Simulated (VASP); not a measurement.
# Al (Fm-3m) in VASP: relaxation of cell and atoms with PBE

Aim: the relaxation of cell and atoms of Al with PBE.

Program: VASP 6.6.1. These are calculated values, not measurements. Logs are shortened: lines on timing, memory, paths and dates and some standing lists are left out, and cuts for length are marked.

**1. The cell of the first run**

The structure is cubic, space group Fm-3m (No. 225). The conventional cell has a = 4.171 Å, b = 4.171 Å, c = 4.171 Å, α = 90.00°, β = 90.00°, γ = 90.00°. Within 3.9 Å of Al (site symmetry m-3m) lie 12 Al at 2.95 Å.

**2. Relaxation of cell and atoms, PBE**

Contents of INCAR:

```
PREC     = Accurate       # precision mode
ENCUT    = 600            # plane-wave cutoff, eV
EDIFF    = 1E-6           # SCF threshold, eV
ISMEAR   = 1              # smearing method
SIGMA    = 0.27           # smearing width, eV
LREAL    = F              # projectors in reciprocal space
LASPH    = T              # aspherical terms in the spheres
NELM     = 60             # most SCF steps
ALGO     = Normal         # electronic algorithm
ISIF     = 3              # what is computed and relaxed
LWAVE    = F              # write WAVECAR
LCHARG   = F              # write CHGCAR
GGA      = PE             # functional
IBRION   = 2              # ionic algorithm
NSW      = 40             # ionic steps
EDIFFG   = -0.01          # ionic threshold
```

Contents of KPOINTS:

```
Automatic mesh
0
Gamma
  6 6 6
```

Contents of POSCAR:

```
Al
1.0
    4.1715000000      0.0000000000      0.0000000000
    0.0000000000      4.1715000000      0.0000000000
    0.0000000000      0.0000000000      4.1715000000
Al
4
Direct
    0.0000000000      0.0000000000      0.0000000000
    0.0000000000      0.5000000000      0.5000000000
    0.5000000000      0.0000000000      0.5000000000
    0.5000000000      0.5000000000      0.0000000000
```

Potentials or basis: VASP PAW PBE potentials, release 64 (Al).

Run with:

```console
$ cat potpaw_PBE.64/Al/POTCAR > POTCAR
$ mpirun -np 1 vasp_std > vasp.out
```

OUTCAR:

```text
PREC = Accurate
   ENCUT = 600
   EDIFF = 1E-6
   ISMEAR = 1
   LREAL = F
   LASPH = T
   NELM = 60
   ISIF = 3
   GGA = PE
   IBRION = 2
   NSW = 40
   EDIFFG = -0.01

 ion  position               nearest neighbor table
   1  0.000  0.000  0.000-   2 2.95   3 2.95   4 2.95   2 2.95   3 2.95   2 2.95   4 2.95   2 2.95
                             3 2.95   4 2.95   3 2.95   4 2.95
   2  0.000  0.500  0.500-   1 2.95   3 2.95   4 2.95   1 2.95   4 2.95   1 2.95   3 2.95   1 2.95
                             3 2.95   4 2.95   4 2.95   3 2.95
   3  0.500  0.000  0.500-   1 2.95   2 2.95   4 2.95   1 2.95   4 2.95   2 2.95   4 2.95   4 2.95
                             1 2.95   2 2.95   1 2.95   2 2.95
   4  0.500  0.500  0.000-   1 2.95   2 2.95   3 2.95   2 2.95   3 2.95   1 2.95   3 2.95   3 2.95
                             1 2.95   2 2.95   2 2.95   1 2.95

  LATTYP: Found a simple cubic cell.
 ALAT       =     4.1715000000

  Lattice vectors:

 A1 = (   4.1715000000,   0.0000000000,   0.0000000000)
 A2 = (   0.0000000000,   4.1715000000,   0.0000000000)
 A3 = (   0.0000000000,   0.0000000000,   4.1715000000)

Analysis of symmetry for initial positions (statically):
=====================================================================
 Subroutine PRICEL returns following result:

  LATTYP: Found a face centered cubic cell.
 ALAT       =     4.1715000000

  Lattice vectors:

 A1 = (   2.0857500000,  -2.0857500000,   0.0000000000)
 A2 = (   2.0857500000,   0.0000000000,   2.0857500000)
 A3 = (   0.0000000000,  -2.0857500000,   2.0857500000)

   4 primitive cells build up your supercell.

 Routine SETGRP: Setting up the symmetry group for a
 simple cubic supercell.

 Subroutine GETGRP returns: Found 48 space group operations
 (whereof 48 operations were pure point group operations)
 out of a pool of 48 trial point group operations.

The static configuration has the point symmetry O_h .

Analysis of symmetry for dynamics (positions and initial velocities):
=====================================================================
 Subroutine PRICEL returns following result:

  LATTYP: Found a face centered cubic cell.
 ALAT       =     4.1715000000

  Lattice vectors:

 A1 = (   2.0857500000,  -2.0857500000,   0.0000000000)
 A2 = (   2.0857500000,   0.0000000000,   2.0857500000)
 A3 = (   0.0000000000,  -2.0857500000,   2.0857500000)

   4 primitive cells build up your supercell.

 Routine SETGRP: Setting up the symmetry group for a
 simple cubic supercell.

 Subroutine GETGRP returns: Found 48 space group operations
 (whereof 48 operations were pure point group operations)
 out of a pool of 48 trial point group operations.

The dynamic configuration has the point symmetry O_h .

 Subroutine INISYM returns: Found 48 space group operations
 (whereof 48 operations are pure point group operations),
 and found     4 'primitive' translations

----------------------------------------------------------------------------------------

                                     Primitive cell

  volume of cell :      18.1475

  direct lattice vectors                    reciprocal lattice vectors
     2.085750000 -2.085750000  0.000000000     0.239721923 -0.239721923 -0.239721923
     2.085750000  0.000000000  2.085750000     0.239721923  0.239721923  0.239721923
     0.000000000 -2.085750000  2.085750000    -0.239721923 -0.239721923  0.239721923

  length of vectors
     2.949695938  2.949695938  2.949695938     0.415210550  0.415210550  0.415210550

  position of ions in fractional coordinates (direct lattice)
     0.000000000  0.000000000  0.000000000

  ion indices of the primitive-cell ions
   primitive index   ion index
                 1           1

----------------------------------------------------------------------------------------

 KPOINTS: Automatic mesh

Automatic generation of k-mesh.
 Grid dimensions read from file:
 generate k-points for:    6    6    6

 Generating k-lattice:

  Cartesian coordinates                     Fractional coordinates (reciprocal lattice)
     0.039953654  0.000000000  0.000000000     0.166666667  0.000000000  0.000000000
     0.000000000  0.039953654  0.000000000     0.000000000  0.166666667  0.000000000
     0.000000000  0.000000000  0.039953654     0.000000000  0.000000000  0.166666667

  Length of vectors
     0.039953654  0.039953654  0.039953654

  Shift w.r.t. Gamma in fractional coordinates (k-lattice)
     0.000000000  0.000000000  0.000000000

 Subroutine IBZKPT returns following result:
 ===========================================

 Found     20 irreducible k-points:

 Following reciprocal coordinates:
            Coordinates               Weight
  0.000000  0.000000  0.000000      1.000000
  0.166667  0.000000  0.000000      6.000000
  0.333333  0.000000  0.000000      6.000000
  0.500000  0.000000  0.000000      3.000000
  0.166667  0.166667  0.000000     12.000000
  0.333333  0.166667  0.000000     24.000000
[... 12 lines left out ...]
  0.500000  0.500000  0.333333      6.000000
  0.500000  0.500000  0.500000      1.000000
   k-points           NKPTS =     20   k-points in BZ     NKDIM =     20   number of bands    NBANDS=     10
   number of dos      NEDOS =    301   number of ions     NIONS =      4
   total plane-waves  NPLWV =  46656
   dimension x,y,z NGX =    36 NGY =   36 NGZ =   36
   dimension x,y,z NGXF=    72 NGYF=   72 NGZF=   72
   ions per type =               4
   NGX,Y,Z   is equivalent  to a cutoff of  14.35, 14.35, 14.35 a.u.
   NGXF,Y,Z  is equivalent  to a cutoff of  28.69, 28.69, 28.69 a.u.
 SYSTEM =  unknown system
   PREC   = accura    normal or accurate (medium, high low for compatibility)
   ISTART =      0    job   : 0-new  1-cont  2-samecut
   ICHARG =      2    charge: 1-file 2-atom 10-const
   ISPIN  =      1    spin polarized calculation?
   LNONCOLLINEAR =      F non collinear calculations
   LSORBIT =      F    spin-orbit coupling
   LASPH  =      T    aspherical Exc in radial PAW
   ENCUT  =  600.0 eV  44.10 Ry    6.64 a.u.   8.33  8.33  8.33*2*pi/ulx,y,z
   NELM   =     60;   NELMIN=  2; NELMDL= -5     # of ELM steps
   EDIFF  = 0.1E-05   stopping-criterion for ELM
   LREAL  =      F    real-space projection
   EDIFFG = -.1E-01   stopping-criterion for IOM
   NSW    =     40    number of steps for IOM
   IBRION =      2    ionic relax: 0-MD 1-quasi-New 2-CG
   NFREE  =      1    steps in history (QN), initial steepest desc. (CG)
   ISIF   =      3    stress and relaxation
   ISYM   =      2    0-nonsym 1-usesym 2-fastsym
   POTIM  = 0.5000    time-step for ionic-motion
   TEBEG  =    0.0;   TEEND  =   0.0 temperature during run
   PSTRESS=    0.0 pullay stress
   NELECT =      12.0000    total number of electrons
   NUPDOWN=      -1.0000    fix difference up-down
   EMIN   =  10.00;   EMAX   =-10.00  energy-range for DOS
   EFERMI =   0.00;   METHOD = LEGACY
   ISMEAR =     1;   SIGMA  =   0.27  broadening in eV -4-tet -1-fermi 0-gaus
   EFERMI_NEDOS =   21; number of points for ismear=-14 and -15
   IALGO  =     38    algorithm
   IMIX   =      4    mixing-type and parameters
     AMIX     =   0.40;   BMIX     =  1.00
     AMIX_MAG =   1.60;   BMIX_MAG =  1.00
  volume/ion in A,a.u.               =      18.15       122.47
  Fermi-wavevector in a.u.,A,eV,Ry     =   0.898483  1.697886 10.983588  0.807271
  Thomas-Fermi vector in A             =   2.021197
   LORBIT       =      0    0 simple, 1 ext, 2 COOP (PROOUT), +10 PAW based schemes
   GGA     = PE    functional components
   LHFCALC =     F    Hartree Fock is set to
   AEXX    =    0.0000 exact exchange contribution
   IVDW    =     0    specifies the selected vdW correction
   LEPSILON=     F    determine dielectric tensor
   LRPA    =     F    only Hartree local field effects (RPA)
 conjugate gradient relaxation of ions
 non-spin polarized calculation
 Methfessel and Paxton  Order N= 1 SIGMA  =   0.27
  energy-cutoff  :      600.00
  volume of cell :       72.59
 maximum number of plane-waves:      2469
 NGX is ok and might be reduce to    36
   NGX = 17   NGY = 17   NGZ = 17

--------------------------------------- Ionic step        1  -------------------------------------------

 number of electron      12.0000000 magnetization

 Free energy of the ion-electron system (eV)
  ---------------------------------------------------
  ext. energy  EPLUGINS =         0.00000000
  ---------------------------------------------------
  free energy    TOTEN  =       -14.94557362 eV

  energy without entropy =      -14.94759735  energy(sigma->0) =      -14.94624820

 E-fermi :   6.8929     XC(G=0):  -9.8569

 val. band max:        6.8220586957   @ k =   0.3333   0.3333   0.1667
 cond. band min:       7.1927678899   @ k =   0.5000   0.3333   0.0000
 fundamental gap:      0.3707091942
 Fermi energy:         6.8928762773

 k-point     1 :       0.0000    0.0000    0.0000
  band No.  band energies     occupation
      1      -3.4509      2.00000
      2       4.3482      2.00000
      3       4.3482      2.00000
      4       4.3482      2.00000
      5       5.4410      2.00000
      6       5.4410      2.00000
      7       5.4410      2.00000
      8      12.2120     -0.00000
      9      12.2144     -0.00000
     10      12.2157     -0.00000
[... 318 lines left out ...]
  energy  without entropy=      -15.0636648293  energy(sigma->0) =      -15.06878344

--------------------------------------- Ionic step        3  -------------------------------------------

 number of electron      12.0000000 magnetization

 Free energy of the ion-electron system (eV)
  ---------------------------------------------------
  ext. energy  EPLUGINS =         0.00000000
  ---------------------------------------------------
  free energy    TOTEN  =       -15.07212395 eV

  energy without entropy =      -15.06534206  energy(sigma->0) =      -15.06986332

 E-fermi :   7.8197     XC(G=0): -10.1836

 val. band max:        7.7264328236   @ k =   0.3333   0.3333   0.1667
 cond. band min:       8.0460536811   @ k =   0.5000   0.3333   0.0000
 fundamental gap:      0.3196208576
 Fermi energy:         7.8196955125

 k-point     1 :       0.0000    0.0000    0.0000
  band No.  band energies     occupation
      1      -3.1465      2.00000
      2       5.0485      2.00000
      3       5.0485      2.00000
      4       5.0485      2.00000
      5       6.3638      2.00000
      6       6.3638      2.00000
      7       6.3638      2.00000
      8      13.2206      0.00000
      9      13.2206      0.00000
     10      13.2206      0.00000
[... 276 lines left out ...]
  FREE ENERGIE OF THE ION-ELECTRON SYSTEM (eV)
  ---------------------------------------------------
  free  energy   TOTEN  =       -15.0721239487 eV

  energy  without entropy=      -15.0653420604  energy(sigma->0) =      -15.06986332

 reached required accuracy - stopping structural energy minimisation
```

It took 13 s on 1 thread of Intel Xeon 6975P-C (Granite Rapids), shared host; peak memory 0.2 GiB.

Results:

```yaml
Free_energy: -15.0721 eV
Relaxed_volume: 16.56 Å³/atom
Relaxed_cell: a = 4.046 Å, b = 4.046 Å, c = 4.046 Å, α = 90.00°, β = 90.00°, γ = 90.00°
Space_group_after_relaxing_to_0.05_Å: Fm-3m (No. 225)
Energy_gained_by_relaxing: 31.6 meV/atom
Ionic_steps: 3
Pressure_after_relaxing: 0.0 GPa
Band_gap_on_the_k_mesh: zero (band 6 reaches 9.20 eV, above the bottom of band 7 at 3.59 eV)
```

The path:
```csv
step,energy change (eV),largest force (eV/Å),pressure (GPa),volume (Å³)
1,0.0000,0.0000,-5.91,72.59
2,-0.1258,0.0000,0.55,65.78
3,-0.1266,0.0000,0.01,66.23
```

Final structure:
```cif
data_structure
_symmetry_space_group_name_H-M 'P 1'
_symmetry_Int_Tables_number 1
_cell_length_a 4.0460
_cell_length_b 4.0460
_cell_length_c 4.0460
_cell_angle_alpha 90.000
_cell_angle_beta 90.000
_cell_angle_gamma 90.000
_cell_volume 66.23
loop_
_atom_site_label
_atom_site_type_symbol
_atom_site_fract_x
_atom_site_fract_y
_atom_site_fract_z
_atom_site_occupancy
Al1 Al 0.00000 0.00000 0.00000 1
Al2 Al 0.00000 0.50000 0.50000 1
Al3 Al 0.50000 0.00000 0.50000 1
Al4 Al 0.50000 0.50000 0.00000 1
```
